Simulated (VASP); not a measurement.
# Al2O3 (P-6m2) in VASP: notebook

The runs below take Al2O3 through single point, with RPBE+D3(BJ), revPBE+D4, PBEsol+D4.

Program: VASP 6.6.1. These are calculated values, not measurements. Logs are shortened: lines on timing, memory, paths and dates and some standing lists are left out, and cuts for length are marked.

## 1. The cell of the first run

The structure is hexagonal, space group P-6m2 (No. 187). Conventional cell: a = 2.824 Å, b = 2.824 Å, c = 7.157 Å, α = 90.00°, β = 90.00°, γ = 120.00°. Within 2.4 Å of Al (site symmetry 3m) lie 6 O at 1.78 to 2.12 Å. O (site symmetry 3m) has 3 Al at 1.78 Å within 2.4 Å. Within 2.9 Å of O (site symmetry -6m2) lie 6 Al at 2.12 Å and 12 O at 2.63 to 2.82 Å.

## 2. Single point, RPBE+D3(BJ)

INCAR

```
PREC = Accurate
ENCUT = 600
EDIFF = 1E-6
ISMEAR = -1
SIGMA = 0.05
LREAL = F
LASPH = T
NELM = 120
ALGO = Normal
ISIF = 2
LWAVE = F
LCHARG = F
GGA = RP
IVDW = 12
NBANDS = 20
GGA_COMPAT = F
```

KPOINTS

```
Automatic mesh
0
Gamma
  11 11 3
```

POSCAR

```
Al2O3
1.0
    2.8235598840      0.0000000000      0.0000000000
   -1.4117799420      2.4452745886      0.0000000000
    0.0000000000      0.0000000000      7.1571745424
Al O
2 3
Direct
    0.0000000000      0.0000000000      0.8098845944
    0.0000000000      0.0000000000      0.1901154056
    0.3333333333      0.6666666667      0.7110777116
    0.6666666667      0.3333333333      0.0000000000
    0.3333333333      0.6666666667      0.2889222884
```

Potentials or basis: VASP PAW PBE potentials, release 64 (Al, O).

On the command line:

```
> cat potpaw_PBE.64/Al/POTCAR potpaw_PBE.64/O/POTCAR > POTCAR
> mpirun -np 1 vasp_std > vasp.out
```

OUTCAR:

```text
PREC = Accurate
   ENCUT = 600
   EDIFF = 1E-6
   ISMEAR = -1
   LREAL = F
   LASPH = T
   NELM = 120
   ISIF = 2
   GGA = RP
   IVDW = 12
 IVDW          = 12

 ion  position               nearest neighbor table
   1  0.000  0.000  0.810-   3 1.78   3 1.78   3 1.78   4 2.12   4 2.12   4 2.12   2 2.72
   2  0.000  0.000  0.190-   5 1.78   5 1.78   5 1.78   4 2.12   4 2.12   4 2.12   1 2.72
   3  0.333  0.667  0.711-   1 1.78   1 1.78   1 1.78
   4  0.667  0.333  0.000-   1 2.12   2 2.12   1 2.12   2 2.12   1 2.12   2 2.12
   5  0.333  0.667  0.289-   2 1.78   2 1.78   2 1.78

  LATTYP: Found a hexagonal cell.
 ALAT       =     2.8235598840
 C/A-ratio  =     2.5348052942

  Lattice vectors:

 A1 = (   2.8235598840,   0.0000000000,   0.0000000000)
 A2 = (  -1.4117799420,   2.4452745886,   0.0000000000)
 A3 = (   0.0000000000,   0.0000000000,   7.1571745424)

Analysis of symmetry for initial positions (statically):
=====================================================================
 Subroutine PRICEL returns:
 Original cell was already a primitive cell.

 Routine SETGRP: Setting up the symmetry group for a
 hexagonal supercell.

 Subroutine GETGRP returns: Found 12 space group operations
 (whereof 12 operations were pure point group operations)
 out of a pool of 24 trial point group operations.

The static configuration has the point symmetry D_3h.

Analysis of symmetry for dynamics (positions and initial velocities):
=====================================================================
 Subroutine PRICEL returns:
 Original cell was already a primitive cell.

 Routine SETGRP: Setting up the symmetry group for a
 hexagonal supercell.

 Subroutine GETGRP returns: Found 12 space group operations
 (whereof 12 operations were pure point group operations)
 out of a pool of 24 trial point group operations.

The dynamic configuration has the point symmetry D_3h.

 Subroutine INISYM returns: Found 12 space group operations
 (whereof 12 operations are pure point group operations),
 and found     1 'primitive' translations

----------------------------------------------------------------------------------------

                                     Primitive cell

  volume of cell :      49.4158

  direct lattice vectors                    reciprocal lattice vectors
     2.823559884  0.000000000  0.000000000     0.354162844  0.204476014  0.000000000
    -1.411779942  2.445274589  0.000000000     0.000000000  0.408952027  0.000000000
     0.000000000  0.000000000  7.157174542     0.000000000  0.000000000  0.139719940

  length of vectors
     2.823559884  2.823559884  7.157174542     0.408952027  0.408952027  0.139719940

  position of ions in fractional coordinates (direct lattice)
     0.000000000  0.000000000  0.809884594
     0.000000000  0.000000000  0.190115406
     0.333333333  0.666666667  0.711077712
     0.666666667  0.333333333  0.000000000
     0.333333333  0.666666667  0.288922288

  ion indices of the primitive-cell ions
   primitive index   ion index
                 1           1
                 2           2
                 3           3
                 4           4
                 5           5

----------------------------------------------------------------------------------------

 KPOINTS: Automatic mesh

Automatic generation of k-mesh.
 Grid dimensions read from file:
 generate k-points for:   11   11    3

 Generating k-lattice:

  Cartesian coordinates                     Fractional coordinates (reciprocal lattice)
     0.032196622  0.018588729  0.000000000     0.090909091  0.000000000  0.000000000
     0.000000000  0.037177457  0.000000000     0.000000000  0.090909091  0.000000000
     0.000000000  0.000000000  0.046573313     0.000000000  0.000000000  0.333333333

  Length of vectors
     0.037177457  0.037177457  0.046573313

  Shift w.r.t. Gamma in fractional coordinates (k-lattice)
     0.000000000  0.000000000  0.000000000

 Subroutine IBZKPT returns following result:
 ===========================================

 Found     32 irreducible k-points:

 Following reciprocal coordinates:
            Coordinates               Weight
  0.000000  0.000000  0.000000      1.000000
  0.090909  0.000000  0.000000      6.000000
  0.181818 -0.000000  0.000000      6.000000
  0.272727  0.000000  0.000000      6.000000
  0.363636  0.000000  0.000000      6.000000
  0.454545 -0.000000  0.000000      6.000000
[... 16 lines left out ...]
  0.090909  0.090909  0.333333     12.000000
  0.181818  0.090909  0.333333     24.000000
 [... further k-points ...]
   k-points           NKPTS =     32   k-points in BZ     NKDIM =     32   number of bands    NBANDS=     20
   number of dos      NEDOS =    301   number of ions     NIONS =      5
   total plane-waves  NPLWV =  34560
   dimension x,y,z NGX =    24 NGY =   24 NGZ =   60
   dimension x,y,z NGXF=    48 NGYF=   48 NGZF=  120
   ions per type =               2   3
   NGX,Y,Z   is equivalent  to a cutoff of  14.13, 14.13, 13.94 a.u.
   NGXF,Y,Z  is equivalent  to a cutoff of  28.26, 28.26, 27.87 a.u.
 SYSTEM =  unknown system
   PREC   = accura    normal or accurate (medium, high low for compatibility)
   ISTART =      0    job   : 0-new  1-cont  2-samecut
   ICHARG =      2    charge: 1-file 2-atom 10-const
   ISPIN  =      1    spin polarized calculation?
   LNONCOLLINEAR =      F non collinear calculations
   LSORBIT =      F    spin-orbit coupling
   LASPH  =      T    aspherical Exc in radial PAW
   ENCUT  =  600.0 eV  44.10 Ry    6.64 a.u.   5.64  5.64 14.29*2*pi/ulx,y,z
   NELM   =    120;   NELMIN=  2; NELMDL= -5     # of ELM steps
   EDIFF  = 0.1E-05   stopping-criterion for ELM
   LREAL  =      F    real-space projection
[... 7 lines left out ...]
   TEBEG  =    0.0;   TEEND  =   0.0 temperature during run
   PSTRESS=    0.0 pullay stress
   NELECT =      24.0000    total number of electrons
   NUPDOWN=      -1.0000    fix difference up-down
   EMIN   =  10.00;   EMAX   =-10.00  energy-range for DOS
   EFERMI =   0.00;   METHOD = LEGACY
   ISMEAR =    -1;   SIGMA  =   0.05  broadening in eV -4-tet -1-fermi 0-gaus
   EFERMI_NEDOS =   21; number of points for ismear=-14 and -15
   IALGO  =     38    algorithm
   IMIX   =      4    mixing-type and parameters
     AMIX     =   0.40;   BMIX     =  1.00
     AMIX_MAG =   1.60;   BMIX_MAG =  1.00
  volume/ion in A,a.u.               =       9.88        66.69
  Fermi-wavevector in a.u.,A,eV,Ry     =   1.286836  2.431767 22.530521  1.655947
  Thomas-Fermi vector in A             =   2.418886
   LORBIT       =      0    0 simple, 1 ext, 2 COOP (PROOUT), +10 PAW based schemes
   GGA     = RP    functional components
   LHFCALC =     F    Hartree Fock is set to
   AEXX    =    0.0000 exact exchange contribution
   IVDW    =    12    specifies the selected vdW correction
   LEPSILON=     F    determine dielectric tensor
   LRPA    =     F    only Hartree local field effects (RPA)
 non-spin polarized calculation
  energy-cutoff  :      600.00
  volume of cell :       49.42
 maximum number of plane-waves:      1673
 NGX is ok and might be reduce to    24
   NGX = 11   NGY = 11   NGZ = 29

 number of electron      24.0000007 magnetization

 Free energy of the ion-electron system (eV)
  ---------------------------------------------------
  ext. energy  EPLUGINS =         0.00000000
  ---------------------------------------------------
  free energy    TOTEN  =       -34.42576143 eV

  energy without entropy =      -34.42576143  energy(sigma->0) =      -34.42576143

 E-fermi :   5.5623     XC(G=0): -10.3294

 val. band max:        4.4262313587   @ k =   0.0909   0.0909   0.0000
 cond. band min:       9.2689396653   @ k =   0.0000   0.0000   0.0000
 fundamental gap:      4.8427083067
 Fermi energy:         5.5622591114

 k-point     1 :       0.0000    0.0000    0.0000
  band No.  band energies     occupation
      1     -15.1554      2.00000
      2     -13.6281      2.00000
      3     -12.7120      2.00000
      4      -1.1454      2.00000
      5       1.7052      2.00000
      6       2.6100      2.00000
[... 12 lines left out ...]
     19      19.5234      0.00000
     20      20.0340      0.00000

 k-point     2 :       0.0909    0.0000    0.0000
  band No.  band energies     occupation
      1     -15.0474      2.00000
      2     -13.5461      2.00000
      3     -12.6684      2.00000
      4      -1.0897      2.00000
      5       1.4547      2.00000
      6       2.4704      2.00000
[... 12 lines left out ...]
     19      19.6024      0.00000
     20      19.7712      0.00000

 k-point     3 :       0.1818   -0.0000    0.0000
  band No.  band energies     occupation
      1     -14.7385      2.00000
      2     -13.3176      2.00000
      3     -12.5556      2.00000
      4      -0.9828      2.00000
      5       0.5750      2.00000
      6       1.8807      2.00000
[... 12 lines left out ...]
     19      19.1762      0.00000
     20      20.2994      0.00000

 k-point     4 :       0.2727    0.0000    0.0000
  band No.  band energies     occupation
      1     -14.2768      2.00000
      2     -12.9967      2.00000
      3     -12.4271      2.00000
      4      -1.0316      2.00000
      5      -0.5986      2.00000
      6       0.9157      2.00000
[... 429 lines left out ...]
 k-point    23 :       0.0909    0.0909    0.3333
  band No.  band energies     occupation
      1     -14.8264      2.00000
      2     -13.4471      2.00000
      3     -12.5407      2.00000
      4      -1.1132      2.00000
      5       1.0593      2.00000
      6       1.9619      2.00000
[... 12 lines left out ...]
     19      19.0156      0.00000
     20      20.0173      0.00000

 k-point    24 :       0.1818    0.0909    0.3333
  band No.  band energies     occupation
      1     -14.4410      2.00000
      2     -13.1687      2.00000
      3     -12.4226      2.00000
      4      -1.0195      2.00000
      5       0.0132      2.00000
      6       1.1392      2.00000
[... 12 lines left out ...]
     19      18.3722      0.00000
     20      19.8624      0.00000

 [... further k-points ...]

------------------------ aborting loop because EDIFF is reached ----------------------------------------

 Edisp (eV)   -4.39267

 E8    (eV) :    -2.5795

  FORCE on cell =-STRESS in cart. coord.  units (eV):
  Direction    XX          YY          ZZ          XY          YZ          ZX
  --------------------------------------------------------------------------------------
  -------------------------------------------------------------------------------------
  Total      -0.19372    -0.19372    -0.24663     0.00000     0.00000     0.00000
  in kB      -6.28090    -6.28090    -7.99633     0.00000     0.00000     0.00000
  external pressure =       -6.85 kB  Pullay stress =        0.00 kB

 VOLUME and BASIS-vectors are now :
 -----------------------------------------------------------------------------
  energy-cutoff  :      600.00
  volume of cell :       49.42
      direct lattice vectors                 reciprocal lattice vectors
     2.823559884  0.000000000  0.000000000     0.354162844  0.204476014  0.000000000
    -1.411779942  2.445274589  0.000000000     0.000000000  0.408952027  0.000000000
     0.000000000  0.000000000  7.157174542     0.000000000  0.000000000  0.139719940

 POSITION                                       TOTAL-FORCE (eV/Angst)
 -----------------------------------------------------------------------------------
      0.00000      0.00000      5.79649        -0.000000      0.000000     -0.059134
      0.00000      0.00000      1.36069         0.000000      0.000000      0.059134
     -0.00000      1.63018      5.08931         0.000000     -0.000000      0.063402
      1.41178      0.81509      0.00000        -0.000000      0.000000      0.000000
     -0.00000      1.63018      2.06787        -0.000000     -0.000000     -0.063402
 -----------------------------------------------------------------------------------
    total drift:                                0.000000     -0.000000      0.000000

  FREE ENERGIE OF THE ION-ELECTRON SYSTEM (eV)
  ---------------------------------------------------
  free  energy   TOTEN  =       -38.8184361326 eV

  energy  without entropy=      -38.8184361326  energy(sigma->0) =      -38.81843613
```

Run time: 15 s. Hardware: 1 thread of Intel Xeon 6975P-C (Granite Rapids), shared host; peak memory 0.19 GiB.

What came out:

| Quantity | Value |
| --- | --- |
| Free energy | -38.8184 eV |
| Pressure | -0.7 GPa |
| Largest force | 0.063 eV/Å |
| Band gap on the k mesh | 4.84 eV (least direct gap 4.96 eV) |
| Dispersion energy per atom | -0.879 eV |

Forces in eV/Å, atoms in the order of the input:
```
Al   0.000  0.000 -0.059
Al   0.000  0.000  0.059
O    0.000  0.000  0.063
O    0.000  0.000  0.000
O    0.000  0.000 -0.063
```

Caveat: the PAW data sets were made with another functional, which shifts forces and pressure a little; an odd mesh through Γ misses points on the zone boundary, where band edges can lie.

(Part 1 of 2 ends here.)
